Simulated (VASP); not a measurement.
# Sr2Ti2HO6 (a cell with a defect) in VASP: settings compared

Aim: see how the results for Sr2Ti2HO6 (a cell with a defect) move with the level of theory and the settings. Levels: PBEsol, revPBE. Tasks: single point.

All numbers are computed with VASP 6.6.1; they aren't measurements. Logs are shortened: lines on timing, memory, paths and dates and some standing lists are left out, and cuts for length are marked.

### 1 The cell of the first run

The cell holds a defect, 11 atoms: a = 7.783 Å, b = 3.891 Å, c = 3.891 Å, α = 90.00°, β = 90.00°, γ = 90.00°.

### 2 Single point, PBEsol

File INCAR:

```
SYSTEM = Sr2Ti2HO6
PREC = Accurate ; ENCUT = 520
EDIFF = 1E-6 ; ISMEAR = -1
SIGMA = 0.05 ; LREAL = .FALSE.
LASPH = .TRUE. ; NELM = 120
ALGO = Normal ; ISIF = 2
LWAVE = .FALSE. ; LCHARG = .TRUE.
GGA = PS ; LELF = .TRUE.
LVHAR = .TRUE. ; NBANDS = 52
NELECT = 80.0 ; GGA_COMPAT = .FALSE.
```

File KPOINTS:

```
Automatic mesh
0
Gamma
  1 1 1
  0.5 0.5 0.5
```

File POSCAR:

```
Sr2Ti2HO6
1.0
    7.7828210000      0.0000000000      0.0000000000
    0.0000000000      3.8914100000      0.0000000000
    0.0000000000      0.0000000000      3.8914100000
Sr Ti O H
2 2 6 1
Direct
    0.0046960000      0.0131350000      0.0099260000
    0.4988240000      0.9933710000      0.9934830000
    0.2433340000      0.4997460000      0.4939730000
    0.7477770000      0.4964740000      0.5111200000
    0.2529930000      0.4835950000      0.9896310000
    0.7487450000      0.4981300000      0.9876380000
    0.9975960000      0.5026830000      0.5080430000
    0.4978200000      0.4989370000      0.5227140000
    0.2505580000      0.0031080000      0.4961470000
    0.7538640000      0.9924980000      0.5108560000
    0.2420100000      0.9944670000      0.9958300000
```

Potentials or basis: VASP PAW PBE potentials, release 64 (Sr_sv, Ti_sv, O, H).

Command:

```
cat potpaw_PBE.64/Sr_sv/POTCAR potpaw_PBE.64/Ti_sv/POTCAR potpaw_PBE.64/O/POTCAR potpaw_PBE.64/H/POTCAR > POTCAR
mpirun -np 1 vasp_std > vasp.out
```

OUTCAR:

```text
SYSTEM = Sr2Ti2HO6
   PREC = Accurate
   ENCUT = 520
   EDIFF = 1E-6
   ISMEAR = -1
   LREAL = .FALSE.
   LASPH = .TRUE.
   NELM = 120
   ISIF = 2
   GGA = PS
   NELECT = 80.0

 ion  position               nearest neighbor table
   1  0.005  0.013  0.010-  11 1.85   5 2.66   9 2.69   7 2.72   7 2.73   6 2.75  10 2.75  10 2.76
                             9 2.77   7 2.78   7 2.79   5 2.83   6 2.83   3 3.25   3 3.31   3 3.33
   2  0.499  0.993  0.993-  11 2.00   8 2.66   8 2.69   5 2.70  10 2.73   9 2.74   6 2.74   9 2.75
                             5 2.76   6 2.76   8 2.82  10 2.83   8 2.85   4 3.32   4 3.33   3 3.38
   3  0.243  0.500  0.494-   7 1.91   5 1.93   9 1.93   9 1.96   5 1.97   8 1.98   1 3.25   1 3.31
                             1 3.33   2 3.38   2 3.38   1 3.39   2 3.41   2 3.41
   4  0.748  0.496  0.511-   6 1.85  10 1.93   7 1.94   8 1.95  10 1.96   6 2.04   2 3.32   2 3.33
                             1 3.36   1 3.37   2 3.40   2 3.41   1 3.44   1 3.44
   5  0.253  0.484  0.990-   3 1.93   3 1.97   1 2.66   2 2.70   2 2.76   1 2.83
   6  0.749  0.498  0.988-   4 1.85   4 2.04   2 2.74   1 2.75   2 2.76   1 2.83
   7  0.998  0.503  0.508-   3 1.91   4 1.94   1 2.72   1 2.73   1 2.78   1 2.79
   8  0.498  0.499  0.523-   4 1.95   3 1.98   2 2.66   2 2.69   2 2.82   2 2.85
   9  0.251  0.003  0.496-   3 1.93   3 1.96   1 2.69   2 2.74   2 2.75   1 2.77
  10  0.754  0.992  0.511-   4 1.93   4 1.96   2 2.73   1 2.75   1 2.76   2 2.83
  11  0.242  0.994  0.996-   1 1.85   2 2.00

  LATTYP: Found a simple tetragonal cell.
 ALAT       =     3.8914100000
 C/A-ratio  =     2.0000002570

  Lattice vectors:

 A1 = (   0.0000000000,   3.8914100000,   0.0000000000)
 A2 = (   0.0000000000,   0.0000000000,   3.8914100000)
 A3 = (   7.7828210000,   0.0000000000,   0.0000000000)

Analysis of symmetry for initial positions (statically):
=====================================================================
 Subroutine PRICEL returns:
 Original cell was already a primitive cell.

 Routine SETGRP: Setting up the symmetry group for a
 simple tetragonal supercell.

 Subroutine GETGRP returns: Found  1 space group operations
 (whereof  1 operations were pure point group operations)
 out of a pool of 16 trial point group operations.

The static configuration has the point symmetry C_1 .

Analysis of symmetry for dynamics (positions and initial velocities):
=====================================================================
 Subroutine PRICEL returns:
 Original cell was already a primitive cell.

 Routine SETGRP: Setting up the symmetry group for a
 simple tetragonal supercell.

 Subroutine GETGRP returns: Found  1 space group operations
 (whereof  1 operations were pure point group operations)
 out of a pool of 16 trial point group operations.

The dynamic configuration has the point symmetry C_1 .

 Subroutine INISYM returns: Found  1 space group operations
 (whereof  1 operations are pure point group operations),
 and found     1 'primitive' translations

----------------------------------------------------------------------------------------

                                     Primitive cell

  volume of cell :     117.8558

  direct lattice vectors                    reciprocal lattice vectors
     7.782821000  0.000000000  0.000000000     0.128488115  0.000000000  0.000000000
     0.000000000  3.891410000  0.000000000     0.000000000  0.256976263  0.000000000
     0.000000000  0.000000000  3.891410000     0.000000000  0.000000000  0.256976263

  length of vectors
     7.782821000  3.891410000  3.891410000     0.128488115  0.256976263  0.256976263

  position of ions in fractional coordinates (direct lattice)
     0.004696000  0.013135000  0.009926000
     0.498824000  0.993371000  0.993483000
     0.243334000  0.499746000  0.493973000
     0.747777000  0.496474000  0.511120000
     0.252993000  0.483595000  0.989631000
     0.748745000  0.498130000  0.987638000
     0.997596000  0.502683000  0.508043000
     0.497820000  0.498937000  0.522714000
     0.250558000  0.003108000  0.496147000
     0.753864000  0.992498000  0.510856000
     0.242010000  0.994467000  0.995830000

  ion indices of the primitive-cell ions
   primitive index   ion index
                 1           1
                 2           2
                 3           3
                 4           4
                 5           5
                 6           6
                 7           7
                 8           8
                 9           9
                10          10
                11          11

----------------------------------------------------------------------------------------

 KPOINTS: Automatic mesh

Automatic generation of k-mesh.
 Grid dimensions read from file:
 generate k-points for:    1    1    1

 Generating k-lattice:

  Cartesian coordinates                     Fractional coordinates (reciprocal lattice)
     0.128488115  0.000000000  0.000000000     1.000000000  0.000000000  0.000000000
     0.000000000  0.256976263  0.000000000     0.000000000  1.000000000  0.000000000
     0.000000000  0.000000000  0.256976263     0.000000000  0.000000000  1.000000000

  Length of vectors
     0.128488115  0.256976263  0.256976263

  Shift w.r.t. Gamma in fractional coordinates (k-lattice)
     0.500000000  0.500000000  0.500000000

 Subroutine IBZKPT returns following result:
 ===========================================

 Found      1 irreducible k-points:

 Following reciprocal coordinates:
            Coordinates               Weight
  0.500000  0.500000  0.500000      1.000000
   k-points           NKPTS =      1   k-points in BZ     NKDIM =      1   number of bands    NBANDS=     52
   number of dos      NEDOS =    301   number of ions     NIONS =     11
   total plane-waves  NPLWV =  54000
   dimension x,y,z NGX =    60 NGY =   30 NGZ =   30
   dimension x,y,z NGXF=   120 NGYF=   60 NGZF=   60
   ions per type =               2   2   6   1
   NGX,Y,Z   is equivalent  to a cutoff of  12.82, 12.82, 12.82 a.u.
   NGXF,Y,Z  is equivalent  to a cutoff of  25.63, 25.63, 25.63 a.u.
 SYSTEM =  Sr2Ti2HO6
   PREC   = accura    normal or accurate (medium, high low for compatibility)
   ISTART =      0    job   : 0-new  1-cont  2-samecut
   ICHARG =      2    charge: 1-file 2-atom 10-const
   ISPIN  =      1    spin polarized calculation?
   LNONCOLLINEAR =      F non collinear calculations
   LSORBIT =      F    spin-orbit coupling
   LASPH  =      T    aspherical Exc in radial PAW
   ENCUT  =  520.0 eV  38.22 Ry    6.18 a.u.  14.47  7.24  7.24*2*pi/ulx,y,z
   NELM   =    120;   NELMIN=  2; NELMDL= -5     # of ELM steps
   EDIFF  = 0.1E-05   stopping-criterion for ELM
   LREAL  =      F    real-space projection
   EDIFFG = 0.1E-04   stopping-criterion for IOM
   NSW    =      0    number of steps for IOM
   IBRION =     -1    ionic relax: 0-MD 1-quasi-New 2-CG
   NFREE  =      0    steps in history (QN), initial steepest desc. (CG)
   ISIF   =      2    stress and relaxation
   ISYM   =      2    0-nonsym 1-usesym 2-fastsym
   POTIM  = 0.5000    time-step for ionic-motion
   TEBEG  =    0.0;   TEEND  =   0.0 temperature during run
   PSTRESS=    0.0 pullay stress
   NELECT =      80.0000    total number of electrons
   NUPDOWN=      -1.0000    fix difference up-down
   EMIN   =  10.00;   EMAX   =-10.00  energy-range for DOS
   EFERMI =   0.00;   METHOD = LEGACY
   ISMEAR =    -1;   SIGMA  =   0.05  broadening in eV -4-tet -1-fermi 0-gaus
   EFERMI_NEDOS =   21; number of points for ismear=-14 and -15
   IALGO  =     38    algorithm
   IMIX   =      4    mixing-type and parameters
     AMIX     =   0.40;   BMIX     =  1.00
     AMIX_MAG =   1.60;   BMIX_MAG =  1.00
  volume/ion in A,a.u.               =      10.71        72.30
  Fermi-wavevector in a.u.,A,eV,Ry     =   1.438758  2.718859 28.164403  2.070025
  Thomas-Fermi vector in A             =   2.557689
   LORBIT       =      0    0 simple, 1 ext, 2 COOP (PROOUT), +10 PAW based schemes
   GGA     = PS    functional components
   LHFCALC =     F    Hartree Fock is set to
   AEXX    =    0.0000 exact exchange contribution
   IVDW    =     0    specifies the selected vdW correction
   LEPSILON=     F    determine dielectric tensor
   LRPA    =     F    only Hartree local field effects (RPA)
 non-spin polarized calculation
  energy-cutoff  :      520.00
  volume of cell :      117.86
 maximum number of plane-waves:      3192
 NGX is ok and might be reduce to    56
   NGX = 29   NGY = 15   NGZ = 15

 number of electron      80.0000000 magnetization

 Free energy of the ion-electron system (eV)
  ---------------------------------------------------
  ext. energy  EPLUGINS =         0.00000000
  ---------------------------------------------------
  free energy    TOTEN  =       -96.01670439 eV

  energy without entropy =      -95.97245557  energy(sigma->0) =      -95.99457998

 E-fermi :   4.7847     XC(G=0): -11.5911

 val. band max:        4.6446421389   @ k =   0.5000   0.5000   0.5000
 cond. band min:       4.9245174737   @ k =   0.5000   0.5000   0.5000
 fundamental gap:      0.2798753349
 Fermi energy:         4.7847239888

 k-point     1 :       0.5000    0.5000    0.5000
  band No.  band energies     occupation
      1     -51.9397      2.00000
      2     -50.4155      2.00000
      3     -28.5997      2.00000
      4     -28.5594      2.00000
      5     -28.5528      2.00000
      6     -28.2515      2.00000
      7     -28.0925      2.00000
      8     -26.9281      2.00000
      9     -26.8930      2.00000
     10     -26.8150      2.00000
     11     -13.6721      2.00000
     12     -13.6609      2.00000
     13     -11.6943      2.00000
     14     -11.6636      2.00000
     15     -11.5029      2.00000
     16     -11.3237      2.00000
     17     -10.9642      2.00000
     18     -10.7606      2.00000
     19     -10.4833      2.00000
     20     -10.4469      2.00000
     21     -10.1689      2.00000
     22     -10.1069      2.00000
     23      -3.2962      2.00000
     24      -1.7193      2.00000
     25      -1.2413      2.00000
     26       0.0653      2.00000
     27       0.0745      2.00000
     28       0.3448      2.00000
     29       0.5320      2.00000
     30       0.7288      2.00000
     31       1.3686      2.00000
     32       1.4411      2.00000
     33       1.8176      2.00000
     34       2.1023      2.00000
     35       2.1947      2.00000
     36       3.8127      2.00000
     37       3.8367      2.00000
     38       4.3260      1.99979
     39       4.3609      1.99958
     40       4.6446      1.88553
     41       4.9245      0.11510
     42       8.2176      0.00000
     43       8.2420      0.00000
     44       8.5445      0.00000
     45       9.6001      0.00000
     46       9.6366      0.00000
     47       9.9101      0.00000
     48      11.3002      0.00000
     49      11.4127      0.00000
     50      11.4789      0.00000
     51      11.5551      0.00000
     52      12.0900      0.00000

------------------------ aborting loop because EDIFF is reached ----------------------------------------

  FORCE on cell =-STRESS in cart. coord.  units (eV):
  Direction    XX          YY          ZZ          XY          YZ          ZX
  --------------------------------------------------------------------------------------
  -------------------------------------------------------------------------------------
  Total       12.9956549    -23.3616111    -22.6035899     -0.2561857      0.0894539     -0.0283831
  in kB      176.6679340   -317.5867304   -307.2818990     -3.4826870      1.2160709     -0.3858504
  external PRESSURE =    -149.4002318 kB  Pullay stress =       0.0000000 kB

 VOLUME and BASIS-vectors are now :
 -----------------------------------------------------------------------------
  energy-cutoff  :      520.00
  volume of cell :      117.86
      direct lattice vectors                 reciprocal lattice vectors
     7.782821000  0.000000000  0.000000000     0.128488115  0.000000000  0.000000000
     0.000000000  3.891410000  0.000000000     0.000000000  0.256976263  0.000000000
     0.000000000  0.000000000  3.891410000     0.000000000  0.000000000  0.256976263

 POSITION                                       TOTAL-FORCE (eV/Angst)
 -----------------------------------------------------------------------------------
      0.03655      0.05111      0.03863        -5.352858     -0.000444     -0.185273
      3.88226      3.86561      3.86605         3.918642      0.099126      0.053929
      1.89382      1.94472      1.92225         2.224937     -0.374233      0.280151
      5.81981      1.93198      1.98898         0.410384      0.025558     -1.272262
      1.96900      1.88187      3.85106        -1.169139      0.782566      0.704640
      5.82735      1.93843      3.84330        -0.066556     -0.230440      1.900037
      7.76411      1.95615      1.97700         1.733681     -0.086802     -0.252540
      3.87444      1.94157      2.03409        -1.432263     -0.080052     -0.701517
      1.95005      0.01209      1.93071        -0.813350     -0.599051     -0.291498
      5.86719      3.86222      1.98795        -0.664243      0.409397     -0.196106
      1.88352      3.86988      3.87518         1.210764      0.054376     -0.039561
 -----------------------------------------------------------------------------------
    total drift:                               -0.000150     -0.000332     -0.000480

  FREE ENERGIE OF THE ION-ELECTRON SYSTEM (eV)
  ---------------------------------------------------
  free  energy   TOTEN  =       -96.0167043884 eV

  energy  without entropy=      -95.9724555723  energy(sigma->0) =      -95.99457998
```

Wall time 17 s (1 thread of AMD EPYC 9R45 (Zen 5), shared host); peak memory 0.19 GiB.

What came out:

| Quantity | Value |
| --- | --- |
| Free energy | -96.0167 eV |
| Largest force | 5.356 eV/Å |

Forces on the atoms (eV/Å):
```
Sr  -5.353  0.000 -0.185
Sr   3.919  0.099  0.054
Ti   2.225 -0.374  0.280
Ti   0.410  0.026 -1.272
O   -1.169  0.783  0.705
O   -0.067 -0.230  1.900
O    1.734 -0.087 -0.253
O   -1.432 -0.080 -0.702
O   -0.813 -0.599 -0.291
O   -0.664  0.409 -0.196
H    1.211  0.054 -0.040
```

Caveat: the k points lie up to 1.61 Å⁻¹ apart; the cell carries a net charge on a neutralising background, which shifts energy and pressure; the cell is charged against a uniform background, so pressure and absolute levels hang on convention; the PAW data sets were made with another functional, which shifts forces and pressure a little.

### 3 Single point, PBEsol

File INCAR:

```
SYSTEM = Sr2Ti2HO6
ALGO = Normal
EDIFF = 1E-6
ENCUT = 520
GGA = PS
GGA_COMPAT = .FALSE.
ISIF = 2
ISMEAR = -1
ISYM = 0
LASPH = .TRUE.
LCHARG = .FALSE.
LREAL = .FALSE.
LWAVE = .FALSE.
NBANDS = 52
NELECT = 80.0
NELM = 120
PREC = Accurate
SIGMA = 0.05
```

File KPOINTS:

```
Automatic mesh
0
Gamma
  1 1 1
  0.25 0.25 0.25
```

POSCAR is that of step 2.

Potentials or basis: VASP PAW PBE potentials, release 64 (Sr_sv, Ti_sv, O, H).

Command:

```
cat potpaw_PBE.64/Sr_sv/POTCAR potpaw_PBE.64/Ti_sv/POTCAR potpaw_PBE.64/O/POTCAR potpaw_PBE.64/H/POTCAR > POTCAR
mpirun -np 1 vasp_std > vasp.out
```

Wall time 38 s (1 thread of AMD EPYC 9R45 (Zen 5), shared host); peak memory 0.2 GiB.

The run converged. Its results:

```
Free energy   : -88.4183 eV
Largest force : 4.516 eV/Å
```

Forces in eV/Å, atoms in the order of the input:
```
Sr  -4.516 -0.015 -0.030
Sr   3.025  0.041 -0.003
Ti   1.046  0.212  0.049
Ti  -0.211  0.069 -0.398
O   -0.487  0.019  0.766
O    0.068 -0.194  1.238
O    1.604 -0.090 -0.323
O   -1.066  0.047 -0.587
O   -0.361 -0.563 -0.222
O   -0.197  0.301 -0.402
H    1.094  0.173 -0.087
```

Levels at points of the mesh, in eV from the Fermi level:
```
           k point  band 36  band 37  band 38  band 39  band 40  band 41  band 42  band 43  band 44  band 45
(0.25, 0.25, 0.25)    -0.99    -0.85    -0.49    -0.27    -0.15     0.14     3.10     3.18     3.23     4.26
```

Caveat: the k points lie up to 1.61 Å⁻¹ apart; the cell carries a net charge on a neutralising background, which shifts energy and pressure; the cell is charged against a uniform background, so pressure and absolute levels hang on convention; the PAW data sets were made with another functional, which shifts forces and pressure a little.

(Continued in part 2 of 2.)
